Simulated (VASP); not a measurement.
# Ga (Im-3m) in VASP: notebook

Runs on Ga. Level: PBE. Tasks: single point.

Program: VASP 6.6.1. These are calculated values, not measurements. Logs are shortened: lines on timing, memory, paths and dates and some standing lists are left out, and cuts for length are marked.

## (1) The cell of the first run

The structure is cubic, space group Im-3m (No. 229). The conventional cell has a = 2.528 Å, b = 2.528 Å, c = 2.528 Å, α = 90.00°, β = 90.00°, γ = 90.00°. Ga (site symmetry m-3m) has 14 Ga at 2.19 to 2.53 Å within 2.9 Å.

This isn't the form of Ga at room conditions, which is orthorhombic.

## (2) Single point, PBE (8.08 Å³/atom)

INCAR

```
PREC     = Accurate       # precision mode
ENCUT    = 500            # plane-wave cutoff, eV
EDIFF    = 1E-6           # SCF threshold, eV
ISMEAR   = -1             # smearing method
SIGMA    = 0.05           # smearing width, eV
LREAL    = F              # projectors in reciprocal space
LASPH    = T              # aspherical terms in the spheres
NELM     = 120            # most SCF steps
ALGO     = Normal         # electronic algorithm
ISIF     = 2              # what is computed and relaxed
LWAVE    = F              # write WAVECAR
LCHARG   = T              # write CHGCAR
GGA      = PE             # functional
LELF     = T              # ELF
LVHAR    = T            
NBANDS   = 12             # bands
GGA_COMPAT= F
```

KPOINTS

```
Automatic mesh
0
Gamma
  21 21 21
```

POSCAR

```
Ga
1.0
   -1.2640490344      1.2640490344      1.2640490344
    1.2640490344     -1.2640490344      1.2640490344
    1.2640490344      1.2640490344     -1.2640490344
Ga
1
Direct
    0.0000000000      0.0000000000      0.0000000000
```

Potentials or basis: VASP PAW PBE potentials, release 64 (Ga_d).

The run is started by

```
$ cat potpaw_PBE.64/Ga_d/POTCAR > POTCAR
$ mpirun -np 1 vasp_std > vasp.out
```

OUTCAR:

```text
PREC = Accurate
   ENCUT = 500
   EDIFF = 1E-6
   ISMEAR = -1
   LREAL = F
   LASPH = T
   NELM = 120
   ISIF = 2
   GGA = PE

 ion  position               nearest neighbor table
   1  0.000  0.000  0.000-

  LATTYP: Found a body centered cubic cell.
 ALAT       =     2.5280980688

  Lattice vectors:

 A1 = (  -1.2640490344,   1.2640490344,   1.2640490344)
 A2 = (   1.2640490344,  -1.2640490344,   1.2640490344)
 A3 = (   1.2640490344,   1.2640490344,  -1.2640490344)

Analysis of symmetry for initial positions (statically):
=====================================================================
 Subroutine PRICEL returns:
 Original cell was already a primitive cell.

 Routine SETGRP: Setting up the symmetry group for a
 body centered cubic supercell.

 Subroutine GETGRP returns: Found 48 space group operations
 (whereof 48 operations were pure point group operations)
 out of a pool of 48 trial point group operations.

The static configuration has the point symmetry O_h .

Analysis of symmetry for dynamics (positions and initial velocities):
=====================================================================
 Subroutine PRICEL returns:
 Original cell was already a primitive cell.

 Routine SETGRP: Setting up the symmetry group for a
 body centered cubic supercell.

 Subroutine GETGRP returns: Found 48 space group operations
 (whereof 48 operations were pure point group operations)
 out of a pool of 48 trial point group operations.

The dynamic configuration has the point symmetry O_h .

 Subroutine INISYM returns: Found 48 space group operations
 (whereof 48 operations are pure point group operations),
 and found     1 'primitive' translations

----------------------------------------------------------------------------------------

                                     Primitive cell

  volume of cell :       8.0789

  direct lattice vectors                    reciprocal lattice vectors
    -1.264049034  1.264049034  1.264049034     0.000000000  0.395554276  0.395554276
     1.264049034 -1.264049034  1.264049034     0.395554276  0.000000000  0.395554276
     1.264049034  1.264049034 -1.264049034     0.395554276  0.395554276  0.000000000

  length of vectors
     2.189397151  2.189397151  2.189397151     0.559398221  0.559398221  0.559398221

  position of ions in fractional coordinates (direct lattice)
     0.000000000  0.000000000  0.000000000

  ion indices of the primitive-cell ions
   primitive index   ion index
                 1           1

----------------------------------------------------------------------------------------

 KPOINTS: Automatic mesh

Automatic generation of k-mesh.
 Grid dimensions read from file:
 generate k-points for:   21   21   21

 Generating k-lattice:

  Cartesian coordinates                     Fractional coordinates (reciprocal lattice)
     0.000000000  0.018835918  0.018835918     0.047619048  0.000000000  0.000000000
     0.018835918  0.000000000  0.018835918     0.000000000  0.047619048  0.000000000
     0.018835918  0.018835918  0.000000000     0.000000000  0.000000000  0.047619048

  Length of vectors
     0.026638011  0.026638011  0.026638011

  Shift w.r.t. Gamma in fractional coordinates (k-lattice)
     0.000000000  0.000000000  0.000000000

 Subroutine IBZKPT returns following result:
 ===========================================

 Found    286 irreducible k-points:

 Following reciprocal coordinates:
            Coordinates               Weight
  0.000000  0.000000  0.000000      1.000000
  0.047619  0.000000  0.000000     12.000000
  0.095238  0.000000  0.000000     12.000000
  0.142857  0.000000  0.000000     12.000000
  0.190476  0.000000  0.000000     12.000000
  0.238095  0.000000  0.000000     12.000000
[... 16 lines left out ...]
  0.142857  0.095238  0.000000     48.000000
  0.190476  0.095238  0.000000     48.000000
 [... further k-points ...]
   k-points           NKPTS =    286   k-points in BZ     NKDIM =    286   number of bands    NBANDS=     12
   number of dos      NEDOS =    301   number of ions     NIONS =      1
   total plane-waves  NPLWV =   4096
   dimension x,y,z NGX =    16 NGY =   16 NGZ =   16
   dimension x,y,z NGXF=    32 NGYF=   32 NGZF=   32
   ions per type =               1
   NGX,Y,Z   is equivalent  to a cutoff of  12.15, 12.15, 12.15 a.u.
   NGXF,Y,Z  is equivalent  to a cutoff of  24.30, 24.30, 24.30 a.u.
 SYSTEM =  unknown system
   PREC   = accura    normal or accurate (medium, high low for compatibility)
   ISTART =      0    job   : 0-new  1-cont  2-samecut
   ICHARG =      2    charge: 1-file 2-atom 10-const
   ISPIN  =      1    spin polarized calculation?
   LNONCOLLINEAR =      F non collinear calculations
   LSORBIT =      F    spin-orbit coupling
   LASPH  =      T    aspherical Exc in radial PAW
   ENCUT  =  500.0 eV  36.75 Ry    6.06 a.u.   3.99  3.99  3.99*2*pi/ulx,y,z
   NELM   =    120;   NELMIN=  2; NELMDL= -5     # of ELM steps
   EDIFF  = 0.1E-05   stopping-criterion for ELM
   LREAL  =      F    real-space projection
   EDIFFG = 0.1E-04   stopping-criterion for IOM
   NSW    =      0    number of steps for IOM
   IBRION =     -1    ionic relax: 0-MD 1-quasi-New 2-CG
   NFREE  =      0    steps in history (QN), initial steepest desc. (CG)
   ISIF   =      2    stress and relaxation
   ISYM   =      2    0-nonsym 1-usesym 2-fastsym
   POTIM  = 0.5000    time-step for ionic-motion
   TEBEG  =    0.0;   TEEND  =   0.0 temperature during run
   PSTRESS=    0.0 pullay stress
   NELECT =      13.0000    total number of electrons
   NUPDOWN=      -1.0000    fix difference up-down
   EMIN   =  10.00;   EMAX   =-10.00  energy-range for DOS
   EFERMI =   0.00;   METHOD = LEGACY
   ISMEAR =    -1;   SIGMA  =   0.05  broadening in eV -4-tet -1-fermi 0-gaus
   EFERMI_NEDOS =   21; number of points for ismear=-14 and -15
   IALGO  =     38    algorithm
   IMIX   =      4    mixing-type and parameters
     AMIX     =   0.40;   BMIX     =  1.00
     AMIX_MAG =   1.60;   BMIX_MAG =  1.00
  volume/ion in A,a.u.               =       8.08        54.52
  Fermi-wavevector in a.u.,A,eV,Ry     =   1.918398  3.625246 50.072849  3.680251
  Thomas-Fermi vector in A             =   2.953407
   LORBIT       =      0    0 simple, 1 ext, 2 COOP (PROOUT), +10 PAW based schemes
   GGA     = PE    functional components
   LHFCALC =     F    Hartree Fock is set to
   AEXX    =    0.0000 exact exchange contribution
   IVDW    =     0    specifies the selected vdW correction
   LEPSILON=     F    determine dielectric tensor
   LRPA    =     F    only Hartree local field effects (RPA)
 non-spin polarized calculation
  energy-cutoff  :      500.00
  volume of cell :        8.08
 maximum number of plane-waves:       228
   NGX =  7   NGY =  7   NGZ =  7

 number of electron      13.0000006 magnetization

 Free energy of the ion-electron system (eV)
  ---------------------------------------------------
  ext. energy  EPLUGINS =         0.00000000
  ---------------------------------------------------
  free energy    TOTEN  =         2.23634722 eV

  energy without entropy =        2.23831106  energy(sigma->0) =        2.23732914

 E-fermi :  18.3257     XC(G=0): -16.0773

 val. band max:       18.2665584354   @ k =  -0.4762   0.4762   0.3810
 cond. band min:      18.3519194850   @ k =  -0.3810   0.4286   0.1905
 fundamental gap:      0.0853610496
 Fermi energy:        18.3256673046

 k-point     1 :       0.0000    0.0000    0.0000
  band No.  band energies     occupation
      1      -2.8145      2.00000
      2       0.0772      2.00000
      3       0.0772      2.00000
      4       0.0772      2.00000
      5       1.1955      2.00000
      6       1.1955      2.00000
      7      40.9795      0.00000
      8      40.9795      0.00000
      9      40.9795      0.00000
     10      45.8517      0.00000
     11      45.8517      0.00000
     12      45.8517      0.00000

 k-point     2 :       0.0476    0.0000    0.0000
  band No.  band energies     occupation
      1      -2.7024      2.00000
      2       0.0616      2.00000
      3       0.0805      2.00000
      4       0.1147      2.00000
      5       1.1801      2.00000
      6       1.1964      2.00000
      7      39.7287      0.00000
      8      40.6965      0.00000
      9      40.7124      0.00000
     10      44.2903      0.00000
     11      44.3304      0.00000
     12      44.5955      0.00000

 k-point     3 :       0.0952    0.0000    0.0000
  band No.  band energies     occupation
      1      -2.3741      2.00000
      2       0.0165      2.00000
      3       0.0935      2.00000
      4       0.2248      2.00000
      5       1.1401      2.00000
      6       1.1994      2.00000
      7      36.8256      0.00000
      8      39.7402      0.00000
      9      40.0188      0.00000
     10      42.0849      0.00000
     11      43.1346      0.00000
     12      43.9919      0.00000
[... 286 lines left out ...]
 k-point    23 :       0.1429    0.0952    0.0000
  band No.  band energies     occupation
      1      -1.0431      2.00000
      2      -0.0975      2.00000
      3       0.0704      2.00000
      4       0.9162      2.00000
      5       1.0080      2.00000
      6       1.2997      2.00000
      7      30.2374      0.00000
      8      32.5596      0.00000
      9      36.7356      0.00000
     10      40.4011      0.00000
     11      43.8172      0.00000
     12      45.1871      0.00000

 k-point    24 :       0.1905    0.0952    0.0000
  band No.  band energies     occupation
      1      -0.7405      2.00000
      2      -0.1987      2.00000
      3       0.3489      2.00000
      4       0.9890      2.00000
      5       1.1831      2.00000
      6       1.6801      2.00000
      7      27.0109      0.00000
      8      31.2280      0.00000
      9      35.2856      0.00000
     10      39.8687      0.00000
     11      44.1299      0.00000
     12      45.3685      0.00000

 [... further k-points ...]
[... 5 lines left out ...]
  --------------------------------------------------------------------------------------
  -------------------------------------------------------------------------------------
  Total       16.9022362     16.9022362     16.9022362      0.0000000      0.0000000      0.0000000
  in kB     3351.9921636   3351.9921636   3351.9921636      0.0000000      0.0000000      0.0000000
  external PRESSURE =    3351.9921636 kB  Pullay stress =       0.0000000 kB

 VOLUME and BASIS-vectors are now :
 -----------------------------------------------------------------------------
  energy-cutoff  :      500.00
  volume of cell :        8.08
      direct lattice vectors                 reciprocal lattice vectors
    -1.264049034  1.264049034  1.264049034     0.000000000  0.395554276  0.395554276
     1.264049034 -1.264049034  1.264049034     0.395554276  0.000000000  0.395554276
     1.264049034  1.264049034 -1.264049034     0.395554276  0.395554276  0.000000000

 POSITION                                       TOTAL-FORCE (eV/Angst)
 -----------------------------------------------------------------------------------
      0.00000      0.00000      0.00000        -0.000000      0.000000      0.000000
 -----------------------------------------------------------------------------------
    total drift:                                0.000000     -0.000000     -0.000000

  FREE ENERGIE OF THE ION-ELECTRON SYSTEM (eV)
  ---------------------------------------------------
  free  energy   TOTEN  =         2.2363472238 eV

  energy  without entropy=        2.2383110628  energy(sigma->0) =        2.23732914
```

Wall time 6.4 s (1 thread of Intel Xeon 6975P-C (Granite Rapids), shared host); peak memory 0.14 GiB.

What came out:

- Free energy: 2.2363 eV
- Pressure: 335.2 GPa
- Band gap on the k mesh: zero (an odd number of electrons rules out a gap without spin polarisation)

Caveat: the cell stands under pressure.

(Continued in part 2 of 2.)
